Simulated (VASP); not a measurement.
# ZnS (F-43m) in VASP: notebook, part 2 of 2

VASP 6.6.1. Earlier steps stand in the parts before.

### Step 4. Single point, r2SCAN

This run uses another cell than the first one, of 19.55 Å³/atom, 1.064 times its volume.

POSCAR reads:

```
ZnS
1.0
    0.0000000000      2.6940955587      2.6940955587
    2.6940955587      0.0000000000      2.6940955587
    2.6940955587      2.6940955587      0.0000000000
Zn S
1 1
Direct
    0.2500000000      0.2500000000      0.2500000000
    0.0000000000      0.0000000000      0.0000000000
```

INCAR.step1 reads:

```
PREC = Accurate
ENCUT = 550
ISMEAR = 0
SIGMA = 0.01
LREAL = False
LASPH = True
NELM = 120
NBANDS = 16
GGA = PE
ALGO = Normal
EDIFF = 1E-5
LWAVE = True
LCHARG = False
GGA_COMPAT = False
```

INCAR.step2 reads:

```
PREC = Accurate
ENCUT = 550
EDIFF = 1E-6
ISMEAR = 0
SIGMA = 0.01
LREAL = False
LASPH = True
NELM = 120
ALGO = Normal
ISIF = 2
LWAVE = False
LCHARG = True
METAGGA = R2SCAN
LMIXTAU = True
LELF = True
LVHAR = True
NBANDS = 16
ISTART = 1
GGA_COMPAT = False
```

KPOINTS reads:

```
Automatic mesh
0
Gamma
  6 6 6
```

Potentials or basis: VASP PAW PBE potentials, release 64 (Zn, S).

Launch:

```bash
$ cat potpaw_PBE.64/Zn/POTCAR potpaw_PBE.64/S/POTCAR > POTCAR
$ cp INCAR.step1 INCAR
$ mpirun -np 1 vasp_std > vasp.out
$ cp INCAR.step2 INCAR
$ mpirun -np 1 vasp_std > vasp.out
```

OUTCAR:

```text
PREC = Accurate
   ENCUT = 550
   EDIFF = 1E-6
   ISMEAR = 0
   LREAL = False
   LASPH = True
   NELM = 120
   ISIF = 2
   METAGGA = R2SCAN
   ISTART = 1

 ion  position               nearest neighbor table
   1  0.250  0.250  0.250-   2 2.33   2 2.33   2 2.33   2 2.33
   2  0.000  0.000  0.000-   1 2.33   1 2.33   1 2.33   1 2.33

  LATTYP: Found a face centered cubic cell.
 ALAT       =     5.3881911174

  Lattice vectors:

 A1 = (   0.0000000000,   2.6940955587,   2.6940955587)
 A2 = (   2.6940955587,   0.0000000000,   2.6940955587)
 A3 = (   2.6940955587,   2.6940955587,   0.0000000000)

Analysis of symmetry for initial positions (statically):
=====================================================================
 Subroutine PRICEL returns:
 Original cell was already a primitive cell.

 Routine SETGRP: Setting up the symmetry group for a
 face centered cubic supercell.

 Subroutine GETGRP returns: Found 24 space group operations
 (whereof 24 operations were pure point group operations)
 out of a pool of 48 trial point group operations.

The static configuration has the point symmetry T_d .

[... 150 lines left out ...]
  energy without entropy =      -18.86404449  energy(sigma->0) =      -18.86404449

 E-fermi :   1.9714     XC(G=0): -10.3281

 val. band max:        1.9154964678   @ k =   0.0000   0.0000   0.0000
 cond. band min:       4.6306112879   @ k =   0.0000   0.0000   0.0000
 fundamental gap:      2.7151148202
 Fermi energy:         1.9713975970

 k-point     1 :       0.0000    0.0000    0.0000
  band No.  band energies     occupation
      1     -11.8231      2.00000
      2      -4.6205      2.00000
      3      -4.6205      2.00000
      4      -4.6205      2.00000
      5      -4.0637      2.00000
      6      -4.0637      2.00000
[... 281 lines left out ...]
      3      -4.2991      2.00000
      4      -4.2009      2.00000
      5      -4.0408      2.00000
      6      -3.7049      2.00000
[... 8 lines left out ...]
     15      16.5413      0.00000
     16      17.6128      0.00000

------------------------ aborting loop because EDIFF is reached ----------------------------------------

  FORCE on cell =-STRESS in cart. coord.  units (eV):
  Direction    XX          YY          ZZ          XY          YZ          ZX
  --------------------------------------------------------------------------------------
  -------------------------------------------------------------------------------------
  Total        0.0111361      0.0111361      0.0111361      0.0000000      0.0000000      0.0000000
  in kB        0.4562216      0.4562216      0.4562216      0.0000000      0.0000000      0.0000000
  external PRESSURE =       0.4562216 kB  Pullay stress =       0.0000000 kB

 VOLUME and BASIS-vectors are now :
 -----------------------------------------------------------------------------
  energy-cutoff  :      550.00
  volume of cell :       39.11
      direct lattice vectors                 reciprocal lattice vectors
     0.000000000  2.694095559  2.694095559    -0.185591041  0.185591041  0.185591041
     2.694095559  0.000000000  2.694095559     0.185591041 -0.185591041  0.185591041
     2.694095559  2.694095559  0.000000000     0.185591041  0.185591041 -0.185591041

 POSITION                                       TOTAL-FORCE (eV/Angst)
 -----------------------------------------------------------------------------------
      1.34705      1.34705      1.34705        -0.000000     -0.000000     -0.000000
      0.00000      0.00000      0.00000         0.000000      0.000000      0.000000
 -----------------------------------------------------------------------------------
    total drift:                                0.000001      0.000001      0.000001

  FREE ENERGIE OF THE ION-ELECTRON SYSTEM (eV)
  ---------------------------------------------------
  free  energy   TOTEN  =       -18.8640444945 eV

  energy  without entropy=      -18.8640444945  energy(sigma->0) =      -18.86404449
```

OUTCAR.step1:

```text
PREC = Accurate
   ENCUT = 550
   ISMEAR = 0
   LREAL = False
   LASPH = True
[... 515 lines left out ...]
      1.34705      1.34705      1.34705        -0.000000     -0.000000     -0.000000
      0.00000      0.00000      0.00000         0.000000      0.000000      0.000000
 -----------------------------------------------------------------------------------
    total drift:                                0.000000      0.000000      0.000000

  FREE ENERGIE OF THE ION-ELECTRON SYSTEM (eV)
  ---------------------------------------------------
  free  energy   TOTEN  =        -6.8395793986 eV

  energy  without entropy=       -6.8395793986  energy(sigma->0) =       -6.83957940
```

OSZICAR.step1:

```text
N       E                     dE             d eps       ncg     rms          rms(c)
DAV:   1     0.861396674364E+02    0.86140E+02   -0.87426E+03   512   0.136E+03
DAV:   2    -0.157157191874E+01   -0.87711E+02   -0.80926E+02   584   0.268E+02
DAV:   3    -0.721205730280E+01   -0.56405E+01   -0.56120E+01   656   0.626E+01
DAV:   4    -0.726803967564E+01   -0.55982E-01   -0.55973E-01   584   0.666E+00
DAV:   5    -0.726860799655E+01   -0.56832E-03   -0.56830E-03   704   0.632E-01    0.697E+00
DAV:   6    -0.686074070063E+01    0.40787E+00   -0.74002E-01   768   0.301E+01    0.544E+00
DAV:   7    -0.683989609003E+01    0.20845E-01   -0.25268E-01   552   0.455E+00    0.277E+00
DAV:   8    -0.683918321505E+01    0.71287E-03   -0.51948E-03   680   0.903E-01    0.732E-01
DAV:   9    -0.683941724061E+01   -0.23403E-03   -0.13154E-03   584   0.288E-01    0.951E-02
DAV:  10    -0.683958928153E+01   -0.17204E-03   -0.24298E-04   600   0.124E-01    0.435E-02
DAV:  11    -0.683957907873E+01    0.10203E-04   -0.32225E-05   624   0.590E-02    0.847E-03
DAV:  12    -0.683957939865E+01   -0.31992E-06   -0.28590E-06   328   0.169E-02
   1 F= -.68395794E+01 E0= -.68395794E+01  d E =-.860819E-13
```

Wall time 1.9 min (1 thread of Intel Xeon 8259CL, shared host); peak memory 0.17 GiB.

What came out:

| Quantity | Value |
| --- | --- |
| Free energy | -18.8640 eV |
| Pressure | 0.0 GPa |
| Band gap on the k mesh | 2.72 eV, direct |

Levels at points of the mesh, in eV from the valence-band top:
```
           k point  band 7  band 8  band 9  band 10  band 11  band 12
(0.00, 0.00, 0.00)    0.00    0.00    0.00     2.72     6.89     6.89
(0.50, 0.00, 0.00)   -5.46   -0.90   -0.90     3.83     7.39     7.39
(0.50, 0.50, 0.00)   -4.65   -2.31   -2.31     3.71     4.48    11.83
```

Caveat: the PAW data sets were made with another functional, which shifts forces and pressure a little.

### Step 5. Single point, r2SCAN (volume changed by +3%)

POSCAR reads:

```
ZnS
1.0
    0.0000000000      2.7207715070      2.7207715070
    2.7207715070      0.0000000000      2.7207715070
    2.7207715070      2.7207715070      0.0000000000
Zn S
1 1
Direct
    0.2500000000      0.2500000000      0.2500000000
    0.0000000000      0.0000000000      0.0000000000
```

INCAR.step1 reads:

```
SYSTEM = ZnS
PREC = Accurate ; ENCUT = 550
ISMEAR = 0 ; SIGMA = 0.01
LREAL = .False. ; LASPH = .True.
NELM = 120 ; NBANDS = 16
GGA = PE ; ALGO = Normal
EDIFF = 1E-5 ; LWAVE = .True.
LCHARG = .False. ; GGA_COMPAT = .False.
```

INCAR.step2 reads:

```
SYSTEM = ZnS
PREC = Accurate ; ENCUT = 550
EDIFF = 1E-6 ; ISMEAR = 0
SIGMA = 0.01 ; LREAL = .False.
LASPH = .True. ; NELM = 120
ALGO = Normal ; ISIF = 2
LWAVE = .False. ; LCHARG = .False.
METAGGA = R2SCAN ; LMIXTAU = .True.
NBANDS = 16 ; ISTART = 1
GGA_COMPAT = .False.
```

KPOINTS reads:

```
Automatic mesh
0
Gamma
  6 6 6
  0 0 0
```

Potentials or basis: VASP PAW PBE potentials, release 64 (Zn, S).

Launch:

```bash
$ cat potpaw_PBE.64/Zn/POTCAR potpaw_PBE.64/S/POTCAR > POTCAR
$ cp INCAR.step1 INCAR
$ mpirun -np 1 vasp_std > vasp.out
$ cp INCAR.step2 INCAR
$ mpirun -np 1 vasp_std > vasp.out
```

OUTCAR:

```text
SYSTEM = ZnS
   PREC = Accurate
   ENCUT = 550
   EDIFF = 1E-6
   ISMEAR = 0
   LREAL = .False.
   LASPH = .True.
   NELM = 120
   ISIF = 2
   METAGGA = R2SCAN
   ISTART = 1

 ion  position               nearest neighbor table
   1  0.250  0.250  0.250-   2 2.36   2 2.36   2 2.36   2 2.36
   2  0.000  0.000  0.000-   1 2.36   1 2.36   1 2.36   1 2.36

  LATTYP: Found a face centered cubic cell.
 ALAT       =     5.4415430140

  Lattice vectors:

 A1 = (   0.0000000000,   2.7207715070,   2.7207715070)
 A2 = (   2.7207715070,   0.0000000000,   2.7207715070)
 A3 = (   2.7207715070,   2.7207715070,   0.0000000000)

Analysis of symmetry for initial positions (statically):
=====================================================================
 Subroutine PRICEL returns:
 Original cell was already a primitive cell.

 Routine SETGRP: Setting up the symmetry group for a
 face centered cubic supercell.

 Subroutine GETGRP returns: Found 24 space group operations
 (whereof 24 operations were pure point group operations)
 out of a pool of 48 trial point group operations.

The static configuration has the point symmetry T_d .

Analysis of symmetry for dynamics (positions and initial velocities):
=====================================================================
 Subroutine PRICEL returns:
 Original cell was already a primitive cell.

 Routine SETGRP: Setting up the symmetry group for a
 face centered cubic supercell.

 Subroutine GETGRP returns: Found 24 space group operations
 (whereof 24 operations were pure point group operations)
 out of a pool of 48 trial point group operations.

The dynamic configuration has the point symmetry T_d .

 Subroutine INISYM returns: Found 24 space group operations
 (whereof 24 operations are pure point group operations),
 and found     1 'primitive' translations

[... 103 lines left out ...]
   IMIX   =      4    mixing-type and parameters
     AMIX     =   0.40;   BMIX     =  1.00
     AMIX_MAG =   1.60;   BMIX_MAG =  1.00
  volume/ion in A,a.u.               =      20.14       135.92
  Fermi-wavevector in a.u.,A,eV,Ry     =   1.251594  2.365170 21.313369  1.566488
  Thomas-Fermi vector in A             =   2.385534
   LORBIT       =      0    0 simple, 1 ext, 2 COOP (PROOUT), +10 PAW based schemes
   METAGGA = R2SCAN    functional components
   LHFCALC =     F    Hartree Fock is set to
   AEXX    =    0.0000 exact exchange contribution
   IVDW    =     0    specifies the selected vdW correction
   LEPSILON=     F    determine dielectric tensor
   LRPA    =     F    only Hartree local field effects (RPA)
 non-spin polarized calculation
 Gauss-broadening in eV      SIGMA  =   0.01
  energy-cutoff  :      550.00
  volume of cell :       40.28
 maximum number of plane-waves:      1243
 NGX is ok and might be reduce to    30
   NGX = 15   NGY = 15   NGZ = 15

 number of electron      18.0000009 magnetization

 Free energy of the ion-electron system (eV)
  ---------------------------------------------------
  ext. energy  EPLUGINS =         0.00000000
  ---------------------------------------------------
  free energy    TOTEN  =       -18.85615354 eV

  energy without entropy =      -18.85615354  energy(sigma->0) =      -18.85615354

 E-fermi :   1.6976     XC(G=0): -10.1788

 val. band max:        1.6394846206   @ k =   0.0000   0.0000   0.0000
 cond. band min:       4.2168344977   @ k =   0.0000   0.0000   0.0000
 fundamental gap:      2.5773498771
 Fermi energy:         1.6975974245

 k-point     1 :       0.0000    0.0000    0.0000
  band No.  band energies     occupation
      1     -11.8876      2.00000
      2      -4.7803      2.00000
      3      -4.7803      2.00000
      4      -4.7803      2.00000
      5      -4.2618      2.00000
      6      -4.2618      2.00000
[... 281 lines left out ...]
      3      -4.4813      2.00000
      4      -4.3852      2.00000
      5      -4.2396      2.00000
      6      -3.9269      2.00000
[... 8 lines left out ...]
     15      16.1576      0.00000
     16      17.1642      0.00000

------------------------ aborting loop because EDIFF is reached ----------------------------------------

  FORCE on cell =-STRESS in cart. coord.  units (eV):
  Direction    XX          YY          ZZ          XY          YZ          ZX
  --------------------------------------------------------------------------------------
  -------------------------------------------------------------------------------------
  Total       -0.5332060     -0.5332060     -0.5332060     -0.0000000      0.0000000      0.0000000
  in kB      -21.2079846    -21.2079846    -21.2079846     -0.0000000      0.0000000      0.0000000
  external PRESSURE =     -21.2079846 kB  Pullay stress =       0.0000000 kB

 VOLUME and BASIS-vectors are now :
 -----------------------------------------------------------------------------
  energy-cutoff  :      550.00
  volume of cell :       40.28
      direct lattice vectors                 reciprocal lattice vectors
     0.000000000  2.720771507  2.720771507    -0.183771404  0.183771404  0.183771404
     2.720771507  0.000000000  2.720771507     0.183771404 -0.183771404  0.183771404
     2.720771507  2.720771507  0.000000000     0.183771404  0.183771404 -0.183771404

 POSITION                                       TOTAL-FORCE (eV/Angst)
 -----------------------------------------------------------------------------------
      1.36039      1.36039      1.36039        -0.000000     -0.000000     -0.000000
      0.00000      0.00000      0.00000         0.000000      0.000000      0.000000
 -----------------------------------------------------------------------------------
    total drift:                                0.000001      0.000001      0.000001

  FREE ENERGIE OF THE ION-ELECTRON SYSTEM (eV)
  ---------------------------------------------------
  free  energy   TOTEN  =       -18.8561535384 eV

  energy  without entropy=      -18.8561535384  energy(sigma->0) =      -18.85615354
```

OUTCAR.step1:

```text
SYSTEM = ZnS
   PREC = Accurate
   ENCUT = 550
   ISMEAR = 0
   LREAL = .False.
   LASPH = .True.
[... 515 lines left out ...]
      1.36039      1.36039      1.36039        -0.000000     -0.000000     -0.000000
      0.00000      0.00000      0.00000         0.000000      0.000000      0.000000
 -----------------------------------------------------------------------------------
    total drift:                                0.000000      0.000000      0.000000

  FREE ENERGIE OF THE ION-ELECTRON SYSTEM (eV)
  ---------------------------------------------------
  free  energy   TOTEN  =        -6.8494739775 eV

  energy  without entropy=       -6.8494739775  energy(sigma->0) =       -6.84947398
```

OSZICAR.step1:

```text
N       E                     dE             d eps       ncg     rms          rms(c)
DAV:   1     0.871426594200E+02    0.87143E+02   -0.88509E+03   512   0.140E+03
DAV:   2    -0.149580332375E+01   -0.88638E+02   -0.82206E+02   584   0.266E+02
DAV:   3    -0.722206967758E+01   -0.57263E+01   -0.56989E+01   656   0.634E+01
DAV:   4    -0.727733350470E+01   -0.55264E-01   -0.55247E-01   616   0.657E+00
DAV:   5    -0.727792238634E+01   -0.58888E-03   -0.58887E-03   648   0.646E-01    0.659E+00
DAV:   6    -0.686945827697E+01    0.40846E+00   -0.73726E-01   760   0.296E+01    0.517E+00
DAV:   7    -0.684972127042E+01    0.19737E-01   -0.24377E-01   568   0.440E+00    0.266E+00
DAV:   8    -0.684903348072E+01    0.68779E-03   -0.49693E-03   672   0.799E-01    0.699E-01
DAV:   9    -0.684930655286E+01   -0.27307E-03   -0.12276E-03   576   0.282E-01    0.100E-01
DAV:  10    -0.684948221401E+01   -0.17566E-03   -0.22964E-04   640   0.141E-01    0.561E-02
DAV:  11    -0.684947397747E+01    0.82365E-05   -0.35797E-05   600   0.871E-02
   1 F= -.68494740E+01 E0= -.68494740E+01  d E =-.171001E-81
```

Run time: 1.9 min. Hardware: 1 thread of Intel Xeon 8259CL, shared host; peak memory 0.17 GiB.

Results:

```
Free energy            : -18.8562 eV
Pressure               : -2.1 GPa
Band gap on the k mesh : 2.58 eV, direct
```

Levels at points of the mesh, in eV from the valence-band top:
```tsv
k point	band 6	band 7	band 8	band 9	band 10	band 11	band 12	band 13
(0.00, 0.00, 0.00)	-5.90	0.00	0.00	0.00	2.58	6.92	6.92	6.92
(0.50, 0.00, 0.00)	-5.71	-5.25	-0.86	-0.86	3.77	7.41	7.41	9.33
(0.50, 0.50, 0.00)	-5.69	-4.53	-2.20	-2.20	3.77	4.48	11.60	12.68
```

Caveat: the cell differs from its parent crystal (volume changed by +3%); the PAW data sets were made with another functional, which shifts forces and pressure a little.

### Step 6. Overview

| cell | gap on the mesh (eV) | pressure (GPa) |
| --- | --- | --- |
| a = 3.732 Å, angles 60.0°, 2 atoms | 3.01 | 5.6 |
| a = 3.772 Å, angles 60.0°, 2 atoms | 2.86 | 2.6 |
| a = 3.810 Å, angles 60.0°, 2 atoms | 2.72 | 0.0 |
| a = 3.848 Å, angles 60.0°, 2 atoms | 2.58 | -2.1 |

Alike in all rows: task single point; level r2SCAN; potentials or basis VASP PAW PBE potentials, release 64 (Zn, S); no spin polarisation; k mesh 6 × 6 × 6; cutoff (eV) 550; smearing gaussian 0.01 eV.

Caveats: the PAW data sets were made with another functional, which shifts forces and pressure a little.

Total energies depend on the potentials used, so only differences within one code and one set of settings carry meaning.

### Step 7. Against experiment

Step 4. Measured gap of ZnS: 3.85 eV (direct; 19 K; quoted in “Electronic, vibrational, and thermodynamic properties of ZnS (zincblende and rocksalt structure)”, 2009, arxiv:0911.5022). This calculation gives 2.72 eV (-1.13 eV). The value is that of r2SCAN, without temperature or zero-point motion.
